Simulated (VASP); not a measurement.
# Sb in VASP: single point with PBE+D3(BJ)

Aim: the single point of Sb with PBE+D3(BJ).

All numbers are computed with VASP 6.6.1; they aren't measurements. Logs are shortened: lines on timing, memory, paths and dates and some standing lists are left out, and cuts for length are marked.

**1. The cell of the first run**

The cell holds a sheet with vacuum, 2 atoms: a = 4.069 Å, b = 4.069 Å, c = 27.100 Å, α = 90.00°, β = 90.00°, γ = 120.00°.

**2. Single point, PBE+D3(BJ)**

File INCAR:

```
SYSTEM = Sb
PREC = Accurate ; ENCUT = 400
EDIFF = 1E-6 ; ISMEAR = 0
SIGMA = 0.03 ; LREAL = .FALSE.
LASPH = .TRUE. ; NELM = 120
ALGO = Normal ; ISIF = 2
LWAVE = .FALSE. ; LCHARG = .FALSE.
LDIPOL = .TRUE. ; IDIPOL = 3
DIPOL = 0.5 0.5 0.289 ; GGA = PE
IVDW = 12 ; NBANDS = 12
GGA_COMPAT = .FALSE. ; NELMDL = -8
```

File KPOINTS:

```
regular mesh
0
G
  12 12 1
  0 0 0
```

File POSCAR:

```
Sb
1.0
    4.0685005372      0.0000000000      0.0000000000
   -2.0342502686      3.5234248206      0.0000000000
    0.0000000000      0.0000000000     27.1000000030
Sb
2
Direct
    0.3333333333      0.6666666667      0.2583030261
    0.6666666667      0.3333333333      0.3191877487
```

Potentials or basis: VASP PAW PBE potentials, release 64 (Sb).

On the command line:

```bash
> cat potpaw_PBE.64/Sb/POTCAR > POTCAR
> mpirun -np 1 vasp_std > vasp.out
```

OUTCAR:

```text
SYSTEM = Sb
   PREC = Accurate
   ENCUT = 400
   EDIFF = 1E-6
   ISMEAR = 0
   LREAL = .FALSE.
   LASPH = .TRUE.
   NELM = 120
   ISIF = 2
   GGA = PE
   IVDW = 12
   NELMDL = -8
 IVDW          = 12

 ion  position               nearest neighbor table
   1  0.333  0.667  0.258-   2 2.87   2 2.87   2 2.87
   2  0.667  0.333  0.319-   1 2.87   1 2.87   1 2.87

  LATTYP: Found a hexagonal cell.
 ALAT       =     4.0685005372
 C/A-ratio  =     6.6609306685

  Lattice vectors:

 A1 = (   4.0685005372,   0.0000000000,   0.0000000000)
 A2 = (  -2.0342502686,   3.5234248206,   0.0000000000)
 A3 = (   0.0000000000,   0.0000000000,  27.1000000030)

Analysis of symmetry for initial positions (statically):
=====================================================================
 Subroutine PRICEL returns:
 Original cell was already a primitive cell.

 Routine SETGRP: Setting up the symmetry group for a
 hexagonal supercell.

 Subroutine GETGRP returns: Found 12 space group operations
 (whereof  6 operations were pure point group operations)
 out of a pool of 24 trial point group operations.

The static configuration has the point symmetry C_3v.
 The point group associated with its full space group is D_3d.

Analysis of symmetry for dynamics (positions and initial velocities):
=====================================================================
 Subroutine PRICEL returns:
 Original cell was already a primitive cell.

 Routine SETGRP: Setting up the symmetry group for a
 hexagonal supercell.

 Subroutine GETGRP returns: Found 12 space group operations
 (whereof  6 operations were pure point group operations)
 out of a pool of 24 trial point group operations.

The dynamic configuration has the point symmetry C_3v.
 The point group associated with its full space group is D_3d.

 Subroutine INISYM returns: Found 12 space group operations
 (whereof  6 operations are pure point group operations),
 and found     1 'primitive' translations

----------------------------------------------------------------------------------------

                                     Primitive cell

  volume of cell :     388.4800

  direct lattice vectors                    reciprocal lattice vectors
     4.068500537  0.000000000  0.000000000     0.245790800  0.141907384  0.000000000
    -2.034250269  3.523424821  0.000000000     0.000000000  0.283814769  0.000000000
     0.000000000  0.000000000 27.100000003     0.000000000  0.000000000  0.036900369

  length of vectors
     4.068500537  4.068500537 27.100000003     0.283814769  0.283814769  0.036900369

  position of ions in fractional coordinates (direct lattice)
     0.333333333  0.666666667  0.258303026
     0.666666667  0.333333333  0.319187749

  ion indices of the primitive-cell ions
   primitive index   ion index
                 1           1
                 2           2

----------------------------------------------------------------------------------------

 KPOINTS: regular mesh

Automatic generation of k-mesh.
 Grid dimensions read from file:
 generate k-points for:   12   12    1

 Generating k-lattice:

  Cartesian coordinates                     Fractional coordinates (reciprocal lattice)
     0.020482567  0.011825615  0.000000000     0.083333333  0.000000000  0.000000000
     0.000000000  0.023651231  0.000000000     0.000000000  0.083333333  0.000000000
     0.000000000  0.000000000  0.036900369     0.000000000  0.000000000  1.000000000

  Length of vectors
     0.023651231  0.023651231  0.036900369

  Shift w.r.t. Gamma in fractional coordinates (k-lattice)
     0.000000000  0.000000000  0.000000000

 Subroutine IBZKPT returns following result:
 ===========================================

 Found     19 irreducible k-points:

 Following reciprocal coordinates:
            Coordinates               Weight
  0.000000  0.000000  0.000000      1.000000
  0.083333 -0.000000  0.000000      6.000000
  0.166667 -0.000000  0.000000      6.000000
  0.250000 -0.000000  0.000000      6.000000
  0.333333 -0.000000  0.000000      6.000000
  0.416667 -0.000000  0.000000      6.000000
[... 11 lines left out ...]
  0.333333  0.250000  0.000000     12.000000
  0.333333  0.333333  0.000000      2.000000
   k-points           NKPTS =     19   k-points in BZ     NKDIM =     19   number of bands    NBANDS=     12
   number of dos      NEDOS =    301   number of ions     NIONS =      2
   total plane-waves  NPLWV = 141120
   dimension x,y,z NGX =    28 NGY =   28 NGZ =  180
   dimension x,y,z NGXF=    56 NGYF=   56 NGZF=  360
   ions per type =               2
   NGX,Y,Z   is equivalent  to a cutoff of  11.44, 11.44, 11.04 a.u.
   NGXF,Y,Z  is equivalent  to a cutoff of  22.88, 22.88, 22.08 a.u.
 SYSTEM =  Sb
   PREC   = accura    normal or accurate (medium, high low for compatibility)
   ISTART =      0    job   : 0-new  1-cont  2-samecut
   ICHARG =      2    charge: 1-file 2-atom 10-const
   ISPIN  =      1    spin polarized calculation?
   LNONCOLLINEAR =      F non collinear calculations
   LSORBIT =      F    spin-orbit coupling
   LASPH  =      T    aspherical Exc in radial PAW
   ENCUT  =  400.0 eV  29.40 Ry    5.42 a.u.   6.63  6.63 44.19*2*pi/ulx,y,z
   NELM   =    120;   NELMIN=  2; NELMDL= -8     # of ELM steps
   EDIFF  = 0.1E-05   stopping-criterion for ELM
   LREAL  =      F    real-space projection
[... 7 lines left out ...]
   TEBEG  =    0.0;   TEEND  =   0.0 temperature during run
   PSTRESS=    0.0 pullay stress
   NELECT =      10.0000    total number of electrons
   NUPDOWN=      -1.0000    fix difference up-down
   EMIN   =  10.00;   EMAX   =-10.00  energy-range for DOS
   EFERMI =   0.00;   METHOD = LEGACY
   ISMEAR =     0;   SIGMA  =   0.03  broadening in eV -4-tet -1-fermi 0-gaus
   EFERMI_NEDOS =   21; number of points for ismear=-14 and -15
   IALGO  =     38    algorithm
   IMIX   =      4    mixing-type and parameters
     AMIX     =   0.40;   BMIX     =  1.00
     AMIX_MAG =   1.60;   BMIX_MAG =  1.00
  volume/ion in A,a.u.               =     194.24      1310.80
  Fermi-wavevector in a.u.,A,eV,Ry     =   0.483376  0.913449  3.179036  0.233653
  Thomas-Fermi vector in A             =   1.482506
   LORBIT       =      0    0 simple, 1 ext, 2 COOP (PROOUT), +10 PAW based schemes
   GGA     = PE    functional components
   LHFCALC =     F    Hartree Fock is set to
   AEXX    =    0.0000 exact exchange contribution
   IVDW    =    12    specifies the selected vdW correction
   LEPSILON=     F    determine dielectric tensor
   LRPA    =     F    only Hartree local field effects (RPA)
 non-spin polarized calculation
 Gauss-broadening in eV      SIGMA  =   0.03
  energy-cutoff  :      400.00
  volume of cell :      388.48
 maximum number of plane-waves:      7125
 NGX is ok and might be reduce to    28
   NGX = 13   NGY = 13   NGZ = 89

 dipolmoment           0.000000      0.000000      0.000001 electrons x Angstroem

 number of electron      10.0000000 magnetization

 dipolmoment           0.000000      0.000000     -0.000000 electrons x Angstroem

 Free energy of the ion-electron system (eV)
  ---------------------------------------------------
  ext. energy  EPLUGINS =         0.00000000
  ---------------------------------------------------
  free energy    TOTEN  =        -8.10045045 eV

  energy without entropy =       -8.10045045  energy(sigma->0) =       -8.10045045

 E-fermi :  -2.8347     XC(G=0):  -2.0127

 val. band max:       -2.9640682589   @ k =   0.0000   0.0000   0.0000
 cond. band min:      -1.7763538842   @ k =   0.3333  -0.0000   0.0000
 fundamental gap:      1.1877143748
 Fermi energy:        -2.8347499282

 k-point     1 :       0.0000    0.0000    0.0000
  band No.  band energies     occupation
      1     -14.4602      2.00000
      2      -9.3911      2.00000
      3      -3.7289      2.00000
      4      -2.9641      2.00000
      5      -2.9641      2.00000
      6      -1.3269      0.00000
      7      -0.1653      0.00000
      8      -0.1653      0.00000
      9       1.2221      0.00000
     10       1.4941      0.00000
     11       1.9360      0.00000
     12       2.2248      0.00000

 k-point     2 :       0.0833   -0.0000    0.0000
  band No.  band energies     occupation
      1     -14.3839      2.00000
      2      -9.3821      2.00000
      3      -3.7190      2.00000
      4      -3.6915      2.00000
      5      -3.1430      2.00000
      6      -0.8446      0.00000
      7      -0.2474      0.00000
      8       0.0043      0.00000
      9       1.3295      0.00000
     10       1.5796      0.00000
     11       2.0192      0.00000
     12       2.3113      0.00000

 k-point     3 :       0.1667   -0.0000    0.0000
  band No.  band energies     occupation
      1     -14.1573      2.00000
      2      -9.3897      2.00000
      3      -4.8404      2.00000
      4      -3.6130      2.00000
      5      -3.5379      2.00000
      6      -1.2128      0.00000
      7       0.3268      0.00000
      8       0.3602      0.00000
      9       1.5824      0.00000
     10       1.8347      0.00000
     11       2.2615      0.00000
     12       2.5577      0.00000
[... 211 lines left out ...]
 k-point    18 :       0.3333    0.2500    0.0000
  band No.  band energies     occupation
      1     -12.0621      2.00000
      2     -11.0638      2.00000
      3      -6.4706      2.00000
      4      -5.2441      2.00000
      5      -4.5267      2.00000
      6      -1.3991      0.00000
      7       0.1683      0.00000
      8       0.6911      0.00000
      9       3.2754      0.00000
     10       3.7966      0.00000
     11       4.0756      0.00000
     12       4.5155      0.00000

 k-point    19 :       0.3333    0.3333    0.0000
  band No.  band energies     occupation
      1     -11.5503      2.00000
      2     -11.5503      2.00000
      3      -6.6487      2.00000
      4      -4.8763      2.00000
      5      -4.8763      2.00000
      6      -1.6079      0.00000
      7       0.5577      0.00000
      8       0.5577      0.00000
      9       3.5643      0.00000
     10       4.3581      0.00000
     11       4.3581      0.00000
     12       4.8152      0.00000

------------------------ aborting loop because EDIFF is reached ----------------------------------------

 vacuum level on the upper side and lower side of the slab       (xc-potential included)        -0.007        -0.007

 Edisp (eV)   -0.47323

 E8    (eV) :    -0.2355

  FORCE on cell =-STRESS in cart. coord.  units (eV):
  Direction    XX          YY          ZZ          XY          YZ          ZX
  --------------------------------------------------------------------------------------
  -------------------------------------------------------------------------------------
  Total       0.02145     0.02145     0.14379     0.00000     0.00000    -0.00000
  in kB       0.08848     0.08848     0.59302     0.00000     0.00000    -0.00000
  external pressure =        0.26 kB  Pullay stress =        0.00 kB

 VOLUME and BASIS-vectors are now :
 -----------------------------------------------------------------------------
  energy-cutoff  :      400.00
  volume of cell :      388.48
      direct lattice vectors                 reciprocal lattice vectors
     4.068500537  0.000000000  0.000000000     0.245790800  0.141907384  0.000000000
    -2.034250269  3.523424821  0.000000000     0.000000000  0.283814769  0.000000000
     0.000000000  0.000000000 27.100000003     0.000000000  0.000000000  0.036900369

 POSITION                                       TOTAL-FORCE (eV/Angst)
 -----------------------------------------------------------------------------------
     -0.00000      2.34895      7.00001         0.000000      0.000000     -0.090767
      2.03425      1.17447      8.64999        -0.000000      0.000000      0.090767
 -----------------------------------------------------------------------------------
    total drift:                                0.000000     -0.000000     -0.000003

  FREE ENERGIE OF THE ION-ELECTRON SYSTEM (eV)
  ---------------------------------------------------
  free  energy   TOTEN  =        -8.5736823941 eV

  energy  without entropy=       -8.5736823941  energy(sigma->0) =       -8.57368239

 vacuum level on the upper side and lower side of the slab         1.763         1.763
```

It took 2.1 min on 1 thread of Intel Xeon Platinum 8375C at 2.90GHz (Ice Lake), shared host; peak memory 0.35 GiB.

Results:

* Free energy: -8.5737 eV
* Largest force: 0.091 eV/Å
* Band gap on the k mesh: 1.19 eV, indirect (least direct gap 1.64 eV)
* Dispersion energy per atom: -0.237 eV

Forces in eV/Å, atoms in the order of the input:
```
Sb   0.000  0.000 -0.091
Sb   0.000  0.000  0.091
```

Caveat: spin-orbit coupling is left out, which moves the levels of the heavy elements.
